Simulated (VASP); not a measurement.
# Ga (C2/c) in VASP: further runs, part 2 of 2

VASP 6.6.1. Earlier steps stand in the parts before.

### Step 4. Single point, LDA (19.28 Å³/atom)

This run uses another cell than the first one, of 19.28 Å³/atom.

File INCAR:

```
PREC = Accurate
ENCUT = 520
EDIFF = 1E-7
ISMEAR = -1
SIGMA = 0.05
LREAL = F
LASPH = T
NELM = 100
ALGO = Fast
ISIF = 2
LWAVE = F
LCHARG = F
GGA = CA
NBANDS = 20
```

File KPOINTS:

```
Automatic mesh
0
Gamma
  10 10 8
```

File POSCAR:

```
Ga
1.0
    1.4011994555     -4.0794863395      0.0000000000
    1.4011994555      4.0794863395      0.0000000000
   -0.1189930338      0.0000000000      3.3737493278
Ga
2
Direct
    0.1310000000      0.8690000000      0.7500000000
    0.8690000000      0.1310000000      0.2500000000
```

Potentials or basis: VASP PAW LDA potentials, release 64 (Ga_d).

The run is started by

```sh
cat potpaw_LDA.64/Ga_d/POTCAR > POTCAR
mpirun -np 1 vasp_std > vasp.out
```

OUTCAR:

```text
PREC = Accurate
   ENCUT = 520
   EDIFF = 1E-7
   ISMEAR = -1
   LREAL = F
   LASPH = T
   NELM = 100
   ISIF = 2
   GGA = CA

 ion  position               nearest neighbor table
   1  0.131  0.869  0.750-   2 2.72   2 2.72   2 2.90   2 2.90
   2  0.869  0.131  0.250-   1 2.72   1 2.72   1 2.90   1 2.90

  LATTYP: Found a base centered monoclinic cell.
 ALAT       =     2.8023989110
 B/A-ratio  =     2.9114244396
 C/A-ratio  =     1.2046276211
 COS(beta)  =    -0.0352483478

  Lattice vectors:

 A1 = (   1.4011994555,  -4.0794863395,   0.0000000000)
 A2 = (   1.4011994555,   4.0794863395,   0.0000000000)
 A3 = (  -0.1189930338,   0.0000000000,   3.3737493278)

Analysis of symmetry for initial positions (statically):
=====================================================================
 Subroutine PRICEL returns:
 Original cell was already a primitive cell.

 Routine SETGRP: Setting up the symmetry group for a
 base centered monoclinic supercell.

 Subroutine GETGRP returns: Found  4 space group operations
 (whereof  2 operations were pure point group operations)
 out of a pool of  4 trial point group operations.

[... 153 lines left out ...]

 number of electron      26.0000011 magnetization

 Free energy of the ion-electron system (eV)
  ---------------------------------------------------
  ext. energy  EPLUGINS =         0.00000000
  ---------------------------------------------------
  free energy    TOTEN  =        -7.09132027 eV

  energy without entropy =       -7.08462996  energy(sigma->0) =       -7.08797512

 E-fermi :   5.0134     XC(G=0): -11.1724

 val. band max:        4.9963684838   @ k =  -0.2000   0.0000   0.1250
 cond. band min:       5.0213876562   @ k =   0.4000   0.3000   0.2500
 fundamental gap:      0.0250191724
 Fermi energy:         5.0134478064

 k-point     1 :       0.0000    0.0000    0.0000
  band No.  band energies     occupation
      1     -10.1505      2.00000
      2     -10.1368      2.00000
      3     -10.1087      2.00000
      4     -10.0813      2.00000
      5      -9.8369      2.00000
      6      -9.8358      2.00000
[... 541 lines left out ...]
     19      14.5466      0.00000
     20      16.7102      0.00000

 [... further k-points ...]
[... 5 lines left out ...]
  --------------------------------------------------------------------------------------
  -------------------------------------------------------------------------------------
  Total       -1.2386863     -1.3108879     -1.4377379      0.0000000      0.0000000      0.0706569
  in kB      -51.4545379    -54.4537634    -59.7230612      0.0000000      0.0000000      2.9350584
  external PRESSURE =     -55.2104542 kB  Pullay stress =       0.0000000 kB

 VOLUME and BASIS-vectors are now :
 -----------------------------------------------------------------------------
  energy-cutoff  :      520.00
  volume of cell :       38.57
      direct lattice vectors                 reciprocal lattice vectors
     1.401199456 -4.079486339  0.000000000     0.356837136 -0.122564450  0.012585740
     1.401199456  4.079486339  0.000000000     0.356837136  0.122564450  0.012585740
    -0.118993034  0.000000000  3.373749328     0.000000000  0.000000000  0.296406135

 POSITION                                       TOTAL-FORCE (eV/Angst)
 -----------------------------------------------------------------------------------
      1.31195      3.01066      2.53031        -0.000000     -0.161570      0.000000
      1.37145     -3.01066      0.84344         0.000000      0.161570      0.000000
 -----------------------------------------------------------------------------------
    total drift:                                0.000000      0.000000     -0.000000

  FREE ENERGIE OF THE ION-ELECTRON SYSTEM (eV)
  ---------------------------------------------------
  free  energy   TOTEN  =        -7.0913202748 eV

  energy  without entropy=       -7.0846299596  energy(sigma->0) =       -7.08797512
```

OSZICAR:

```text
N       E                     dE             d eps       ncg     rms          rms(c)
DAV:   1     0.132005273175E+03    0.13201E+03   -0.13286E+04  9572   0.243E+03
DAV:   2     0.464652980159E+01   -0.12736E+03   -0.12427E+03  9360   0.386E+02
DAV:   3    -0.697900296326E+01   -0.11626E+02   -0.11563E+02 10236   0.955E+01
DAV:   4    -0.715988545411E+01   -0.18088E+00   -0.18077E+00 10348   0.131E+01
DAV:   5    -0.716290262524E+01   -0.30172E-02   -0.30170E-02 10416   0.168E+00    0.135E+00
RMM:   6    -0.710495911992E+01    0.57944E-01   -0.90156E-02 12309   0.358E+00    0.682E-01
RMM:   7    -0.709257254878E+01    0.12387E-01   -0.26981E-02 12807   0.143E+00    0.187E-01
RMM:   8    -0.709127423113E+01    0.12983E-02   -0.35464E-03 13098   0.602E-01    0.214E-02
RMM:   9    -0.709131197056E+01   -0.37739E-04   -0.59684E-04 14995   0.273E-01    0.123E-02
RMM:  10    -0.709131834341E+01   -0.63729E-05   -0.99319E-05 14098   0.992E-02    0.286E-03
RMM:  11    -0.709132006264E+01   -0.17192E-05   -0.19286E-05 14912   0.383E-02    0.187E-03
RMM:  12    -0.709132023816E+01   -0.17552E-06   -0.24130E-06 13357   0.140E-02    0.387E-04
RMM:  13    -0.709132027476E+01   -0.36609E-07   -0.45340E-07  8313   0.652E-03
   1 F= -.70913203E+01 E0= -.70879751E+01  d E =-.669032E-02
```

Wall time 4.5 min (1 thread of Intel Xeon Platinum 8375C at 2.90GHz (Ice Lake), shared host); peak memory 0.25 GiB.

Results:

| Item | Value |
| --- | --- |
| Free energy | -7.0913 eV |
| Pressure | -5.5 GPa |
| Largest force | 0.162 eV/Å |
| Band gap on the k mesh | zero (bands 13 and 14 overlap by 8.03 eV) |

Forces on the atoms (eV/Å):
```
Ga   0.000 -0.162  0.000
Ga   0.000  0.162  0.000
```

Caveat: the cell stands under tension.

### Step 5. Summary

```csv
level,potentials or basis,cell,further INCAR settings,gap on the mesh (eV),pressure (GPa),largest force (eV/Å)
LDA,"VASP PAW LDA potentials, release 64 (Ga_d)","a = 4.286, b = 4.286, c = 3.354 Å, angles 90.7, 90.7, 142.1°, 2 atoms",ALGO = Fast; EDIFF = 1e-06; NBANDS = 20,none,-4.8,0.17
PBEsol,"VASP PAW PBE potentials, release 64 (Ga_d)","a = 4.286, b = 4.286, c = 3.354 Å, angles 90.7, 90.7, 142.1°, 2 atoms",ALGO = Fast; EDIFF = 1e-06; NBANDS = 20,none,-2.9,0.19
LDA,"VASP PAW LDA potentials, release 64 (Ga_d)","a = 4.313, b = 4.313, c = 3.376 Å, angles 90.7, 90.7, 142.1°, 2 atoms",ALGO = Fast; EDIFF = 1e-07; NBANDS = 20,none,-5.5,0.16
```

Alike in all rows: task single point; no spin polarisation; k mesh 10 × 10 × 8; cutoff (eV) 520; smearing fermi-dirac 0.05 eV.

Caveats: the cell stands under tension (at least some runs); the PAW data sets were made with another functional, which shifts forces and pressure a little (at least some runs).

Total energies depend on the potentials used, so only differences within one code and one set of settings carry meaning.

The gap in the log of VASP goes by the Fermi energy; the results here count the filled bands.